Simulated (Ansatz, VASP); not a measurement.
## Ni: VASP beside Ansatz

The input INCAR:

```
SYSTEM = Ni
ALGO = Normal
EDIFF = 1E-7
ENCUT = 520
GGA = PE
ISIF = 2
ISMEAR = -1
ISPIN = 2
LASPH = .True.
LCHARG = .True.
LELF = .True.
LMAXMIX = 4
LORBIT = 11
LREAL = .False.
LVHAR = .True.
LWAVE = .False.
MAGMOM = 1.5 1.5
NBANDS = 21
NELM = 150
PREC = Accurate
SIGMA = 0.05
```

File KPOINTS:

```
k-points
0
Gamma
  15 15 8
  0 0 0
```

File POSCAR:

```
Ni
1.0
    2.4431058291      0.0000000000      0.0000000000
   -1.2215529145      2.1157917121      0.0000000000
    0.0000000000      0.0000000000      4.0159058524
Ni
2
Direct
    0.3333333333      0.6666666667      0.2500000000
    0.6666666667      0.3333333333      0.7500000000
```

Input for Ansatz:

```yaml
crystal:
  lattice:
    - [2.4431058291, 0.0, 0.0]
    - [-1.2215529145, 2.1157917121, 0.0]
    - [0.0, 0.0, 4.0159058524]
  atoms:
    - { symbol: Ni, position: [0.3333333333, 0.6666666667, 0.25], spin: 1.5 }
    - { symbol: Ni, position: [0.6666666667, 0.3333333333, 0.75], spin: 1.5 }
magnetization:
  spin_polarized: true
kpoints:
  mp_grid: { grid: [15, 15, 8] }
scf:
  occupations: { method: fermi_dirac, width: 0.05 }
hamiltonian:
  xc: pbe
  pseudopotentials: { kind: all_electron, lapw: { basis_error: 0.001 } }
output:
  forces: true
  stress: true
  eigenvalues: true
```

Change from the starting cell: volume scaled by 0.95.

Alike in both runs: task single point; functional PBE; k mesh 15 × 15 × 8; occupations fermi-dirac, width 0.05 eV; collinear spin.

```csv
,VASP,Ansatz
version,VASP 6.6.1,Ansatz 0.2.0
potentials or method,"VASP PAW PBE potentials, release 64 (Ni), cutoff 520 eV","all-electron LAPW, scalar-relativistic"
```

VASP gave:

```
pressure (GPa)                                                : 11.3
traceless stress, the component that is largest in VASP (GPa) : -0.18
net moment per atom (μB)                                      : 0.64
size of the moment on the site where the two differ most (μB) : 0.65
```

Q: Estimate Ansatz's values.

A: Pressure (GPa): 11.5; traceless stress, the component that is largest in VASP (GPa): -0.09; net moment per atom (μB): 0.65; size of the moment on the site where the two differ most (μB): 0.67.

Site moments also hang on the region over which each program counts them. Ansatz ran all-electron here, and VASP with PAW potentials.
